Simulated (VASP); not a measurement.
# HfO2 (Fm-3m) in VASP: a series of runs, part 2 of 2

VASP 6.6.1.

## Step 3: Dielectric tensor, r2SCAN (strain -3.0%)

File INCAR:

```
PREC = Accurate ; ENCUT = 520
EDIFF = 1E-8 ; ISMEAR = 0
SIGMA = 0.01 ; LREAL = False
LASPH = True ; NELM = 60
ALGO = Normal ; ISIF = 2
LWAVE = False ; LCHARG = False
METAGGA = R2SCAN ; LMIXTAU = True
LCALCEPS = True
```

File KPOINTS:

```
Automatic mesh
0
Gamma
  8 8 8
```

File POSCAR:

```
HfO2
1.0
    0.0000000000      2.4533068497      2.4533068497
    2.4533068497      0.0000000000      2.4533068497
    2.4533068497      2.4533068497      0.0000000000
Hf O
1 2
Direct
    0.0000000000      0.0000000000      0.0000000000
    0.2500000000      0.2500000000      0.2500000000
    0.7500000000      0.7500000000      0.7500000000
```

Potentials or basis: VASP PAW PBE potentials, release 64 (Hf_pv, O).

Run with:

```
cat potpaw_PBE.64/Hf_pv/POTCAR potpaw_PBE.64/O/POTCAR > POTCAR
mpirun -np 1 vasp_std > vasp.out
```

OUTCAR:

```text
PREC = Accurate
   ENCUT = 520
   EDIFF = 1E-8
   ISMEAR = 0
   LREAL = False
   LASPH = True
   NELM = 60
   ISIF = 2
   METAGGA = R2SCAN

 ion  position               nearest neighbor table
   1  0.000  0.000  0.000-   3 2.12   3 2.12   3 2.12   2 2.12   3 2.12   2 2.12   2 2.12   2 2.12

   2  0.250  0.250  0.250-   1 2.12   1 2.12   1 2.12   1 2.12
   3  0.750  0.750  0.750-   1 2.12   1 2.12   1 2.12   1 2.12

  LATTYP: Found a face centered cubic cell.
 ALAT       =     4.9066136994

  Lattice vectors:

 A1 = (   0.0000000000,   2.4533068497,   2.4533068497)
 A2 = (   2.4533068497,   0.0000000000,   2.4533068497)
 A3 = (   2.4533068497,   2.4533068497,   0.0000000000)

Analysis of symmetry for initial positions (statically):
=====================================================================
 Subroutine PRICEL returns:
 Original cell was already a primitive cell.

 Routine SETGRP: Setting up the symmetry group for a
 face centered cubic supercell.

 Subroutine GETGRP returns: Found 48 space group operations
 (whereof 48 operations were pure point group operations)
 out of a pool of 48 trial point group operations.

The static configuration has the point symmetry O_h .

Analysis of symmetry for dynamics (positions and initial velocities):
=====================================================================
 Subroutine PRICEL returns:
 Original cell was already a primitive cell.

 Routine SETGRP: Setting up the symmetry group for a
 face centered cubic supercell.

 Subroutine GETGRP returns: Found 48 space group operations
[... 591 lines left out ...]
     12   10000.0000      0.00000
     13   10000.0000      0.00000
     14   10000.0000      0.00000
     15   10000.0000      0.00000

 [... further k-points ...]

------------------------ aborting loop because EDIFF is reached ----------------------------------------

            Ionic dipole moment: p[ion]=(     0.00000     0.00000     0.00000 ) |e| Angst

 Total electronic dipole moment: p[elc]=(     0.00000     0.00000     0.00628 ) |e| Angst

 MACROSCOPIC STATIC DIELECTRIC TENSOR (including local field effects)
 ------------------------------------------------------
           4.850717     0.000000    -0.000000
           0.000000     4.850717    -0.000000
           0.000000     0.000000     4.850717
 ------------------------------------------------------

 PIEZOELECTRIC TENSOR (including local field effects) (e Angst)
          XX          YY          ZZ          XY          YZ          ZX
  --------------------------------------------------------------------------------
  x     0.00000     0.00000     0.00000     0.00000     0.00000     0.00000
  y     0.00000     0.00000     0.00000     0.00000     0.00000     0.00000
  z     0.00000     0.00000     0.00000     0.00000     0.00000     0.00000

 PIEZOELECTRIC TENSOR (including local field effects) (C/m^2)
          XX          YY          ZZ          XY          YZ          ZX
  --------------------------------------------------------------------------------
  x     0.00000     0.00000     0.00000     0.00000     0.00000     0.00000
  y     0.00000     0.00000     0.00000     0.00000     0.00000     0.00000
  z     0.00000     0.00000     0.00000     0.00000     0.00000     0.00000

 BORN EFFECTIVE CHARGES (including local field effects) (in |e|, cummulative output)
 ---------------------------------------------------------------------------------
 ion    1
    1     5.51496    -0.00000     0.00000
    2     0.00000     5.51496    -0.00000
    3     0.00000    -0.00000     5.51496
 ion    2
    1    -2.75748     0.00000     0.00000
    2    -0.00000    -2.75748    -0.00000
    3     0.00000    -0.00000    -2.75748
 ion    3
    1    -2.75748     0.00000     0.00000
    2    -0.00000    -2.75748     0.00000
    3    -0.00000    -0.00000    -2.75748

  FORCE on cell =-STRESS in cart. coord.  units (eV):
  Direction    XX          YY          ZZ          XY          YZ          ZX
  --------------------------------------------------------------------------------------
  -------------------------------------------------------------------------------------
  Total        4.6287567      4.6287567      4.6287567     -0.0000000      0.0000000     -0.0000000
  in kB      251.1246412    251.1246412    251.1246412     -0.0000000      0.0000000     -0.0000000
  external PRESSURE =     251.1246412 kB  Pullay stress =       0.0000000 kB

 VOLUME and BASIS-vectors are now :
 -----------------------------------------------------------------------------
  energy-cutoff  :      520.00
  volume of cell :       29.53
      direct lattice vectors                 reciprocal lattice vectors
     0.000000000  2.453306850  2.453306850    -0.203806548  0.203806548  0.203806548
     2.453306850  0.000000000  2.453306850     0.203806548 -0.203806548  0.203806548
     2.453306850  2.453306850  0.000000000     0.203806548  0.203806548 -0.203806548

 POSITION                                       TOTAL-FORCE (eV/Angst)
 -----------------------------------------------------------------------------------
      0.00000      0.00000      0.00000         0.000000     -0.000000     -0.000000
      1.22665      1.22665      1.22665         0.000000      0.000000      0.000000
      3.67996      3.67996      3.67996        -0.000000     -0.000000     -0.000000
 -----------------------------------------------------------------------------------
    total drift:                                0.000000      0.000000      0.000000

  FREE ENERGIE OF THE ION-ELECTRON SYSTEM (eV)
  ---------------------------------------------------
  free  energy   TOTEN  =       -68.3761207179 eV

  energy  without entropy=      -68.3761207179  energy(sigma->0) =      -68.37612072
```

Run time: 58 min. Hardware: 1 thread of Intel Xeon Platinum 8259CL at 2.50GHz (Skylake/Cascade Lake), shared host; peak memory 0.41 GiB.

Results:

| Quantity | Value |
| --- | --- |
| Band gap on the k mesh | 4.58 eV |
| Electronic dielectric tensor (diagonal) | 4.85 |
| Born charges (mean of the diagonal) | Hf +5.51; O -2.76 e |

Electronic dielectric tensor:
```
4.85 0.00 0.00
0.00 4.85 0.00
0.00 0.00 4.85
```

Born effective charge tensors (e):
atom 1, Hf
```
5.51 0.00 0.00
0.00 5.51 0.00
0.00 0.00 5.51
```
atom 2, O
```
-2.76  0.00  0.00
 0.00 -2.76  0.00
 0.00  0.00 -2.76
```
atom 3, O
```
-2.76  0.00  0.00
 0.00 -2.76  0.00
 0.00  0.00 -2.76
```

Dipole moments of the cell (e·Å, modulo the quantum): ionic 0.000, 0.000, 0.000; electronic 0.000, 0.000, 0.006

Caveat: the cell differs from its parent crystal (strain -3.0%); the PAW data sets were made with another functional, which shifts forces and pressure a little; spin-orbit coupling is left out, which moves the levels of the heavy elements.

## Step 4: Dielectric tensor, r2SCAN (strain -2.0%)

File INCAR:

```
  PREC = Accurate
  ENCUT = 520
  EDIFF = 1E-8
  ISMEAR = 0
  SIGMA = 0.01
  LREAL = False
  LASPH = True
  NELM = 100
  ALGO = Normal
  ISIF = 2
  LWAVE = False
  LCHARG = False
  METAGGA = R2SCAN
  LMIXTAU = True
  LCALCEPS = True
```

File KPOINTS:

```
regular mesh
0
Gamma
  8 8 8
```

File POSCAR:

```
HfO2
1.0
    0.0000000000      2.4785986729      2.4785986729
    2.4785986729      0.0000000000      2.4785986729
    2.4785986729      2.4785986729      0.0000000000
Hf O
1 2
Direct
    0.0000000000      0.0000000000      0.0000000000
    0.2500000000      0.2500000000      0.2500000000
    0.7500000000      0.7500000000      0.7500000000
```

Potentials or basis: VASP PAW PBE potentials, release 64 (Hf_pv, O).

Run with:

```
cat potpaw_PBE.64/Hf_pv/POTCAR potpaw_PBE.64/O/POTCAR > POTCAR
mpirun -np 1 vasp_std > vasp.out
```

OUTCAR:

```text
PREC = Accurate
   ENCUT = 520
   EDIFF = 1E-8
   ISMEAR = 0
   LREAL = False
   LASPH = True
   NELM = 100
   ISIF = 2
   METAGGA = R2SCAN

 ion  position               nearest neighbor table
   1  0.000  0.000  0.000-   3 2.15   3 2.15   3 2.15   2 2.15   2 2.15   2 2.15   3 2.15   2 2.15

   2  0.250  0.250  0.250-   1 2.15   1 2.15   1 2.15   1 2.15
   3  0.750  0.750  0.750-   1 2.15   1 2.15   1 2.15   1 2.15

  LATTYP: Found a face centered cubic cell.
 ALAT       =     4.9571973458

[... 667 lines left out ...]
    3    -0.00000     0.00000    -2.74827

  FORCE on cell =-STRESS in cart. coord.  units (eV):
  Direction    XX          YY          ZZ          XY          YZ          ZX
  --------------------------------------------------------------------------------------
  -------------------------------------------------------------------------------------
  Total        2.6752130      2.6752130      2.6752130      0.0000000      0.0000000      0.0000000
  in kB      140.7408983    140.7408983    140.7408983      0.0000000      0.0000000      0.0000000
  external PRESSURE =     140.7408983 kB  Pullay stress =       0.0000000 kB

 VOLUME and BASIS-vectors are now :
 -----------------------------------------------------------------------------
  energy-cutoff  :      520.00
  volume of cell :       30.45
      direct lattice vectors                 reciprocal lattice vectors
     0.000000000  2.478598673  2.478598673    -0.201726889  0.201726889  0.201726889
     2.478598673  0.000000000  2.478598673     0.201726889 -0.201726889  0.201726889
     2.478598673  2.478598673  0.000000000     0.201726889  0.201726889 -0.201726889

 POSITION                                       TOTAL-FORCE (eV/Angst)
 -----------------------------------------------------------------------------------
      0.00000      0.00000      0.00000         0.000000      0.000000      0.000000
      1.23930      1.23930      1.23930        -0.000000     -0.000000      0.000000
      3.71790      3.71790      3.71790         0.000000      0.000000     -0.000000
 -----------------------------------------------------------------------------------
    total drift:                                0.000000      0.000000      0.000000

  FREE ENERGIE OF THE ION-ELECTRON SYSTEM (eV)
  ---------------------------------------------------
  free  energy   TOTEN  =       -68.4895303881 eV

  energy  without entropy=      -68.4895303881  energy(sigma->0) =      -68.48953039
```

stdout:

```text
POSCAR found type information on POSCAR HfO
 POSCAR found :  2 types and       3 ions
 scaLAPACK will be used
 -----------------------------------------------------------------------------
|                                                                             |
[... 98 lines left out ...]
dp_tot=(  0.772E-06  0.825E-06  0.641E-02 )  diag[e(oo)]=(    ---      ---    4.80958 )
 p_tot=(  0.319E-06  0.298E-06  0.646E-02 )
dp_tot=(  0.781E-06  0.836E-06  0.646E-02 )  diag[e(oo)]=(    ---      ---    4.83787 )
 p_tot=(  0.322E-06  0.301E-06  0.648E-02 )
dp_tot=(  0.784E-06  0.838E-06  0.648E-02 )  diag[e(oo)]=(    ---      ---    4.84961 )
 final diagonalization full
 p_tot=(  0.321E-06  0.300E-06  0.648E-02 )
dp_tot=(  0.783E-06  0.838E-06  0.648E-02 )  diag[e(oo)]=(    ---      ---    4.85215 )
```

It took 59 min on 1 thread of Intel Xeon Platinum 8259CL at 2.50GHz (Skylake/Cascade Lake), shared host; peak memory 0.42 GiB.

What came out:

```
Band gap on the k mesh                  : 4.49 eV
Electronic dielectric tensor (diagonal) : 4.85
Born charges (mean of the diagonal)     : Hf +5.50; O -2.75 e
```

Electronic dielectric tensor:
```
4.85 0.00 0.00
0.00 4.85 0.00
0.00 0.00 4.85
```

Born effective charge tensors (e):
atom 1, Hf
```
5.50 0.00 0.00
0.00 5.50 0.00
0.00 0.00 5.50
```
atom 2, O
```
-2.75  0.00  0.00
 0.00 -2.75  0.00
 0.00  0.00 -2.75
```
atom 3, O
```
-2.75  0.00  0.00
 0.00 -2.75  0.00
 0.00  0.00 -2.75
```

Dipole moments of the cell (e·Å, modulo the quantum): ionic 0.000, 0.000, 0.000; electronic 0.000, 0.000, 0.006

Caveat: the cell differs from its parent crystal (strain -2.0%); the PAW data sets were made with another functional, which shifts forces and pressure a little; spin-orbit coupling is left out, which moves the levels of the heavy elements.

## Step 5: Summary

```csv
cell,gap on the mesh (eV)
"a = 3.434 Å, angles 60.0°, 3 atoms",4.67
"a = 3.469 Å, angles 60.0°, 3 atoms",4.58
"a = 3.505 Å, angles 60.0°, 3 atoms",4.49
```

Alike in all rows: task dielectric tensor; level r2SCAN; potentials or basis VASP PAW PBE potentials, release 64 (Hf_pv, O); no spin polarisation; k mesh 8 × 8 × 8; cutoff (eV) 520; smearing gaussian 0.01 eV.

Caveats: the PAW data sets were made with another functional, which shifts forces and pressure a little; spin-orbit coupling is left out, which moves the levels of the heavy elements.

Absolute energies hang on the potentials; compare differences alone.
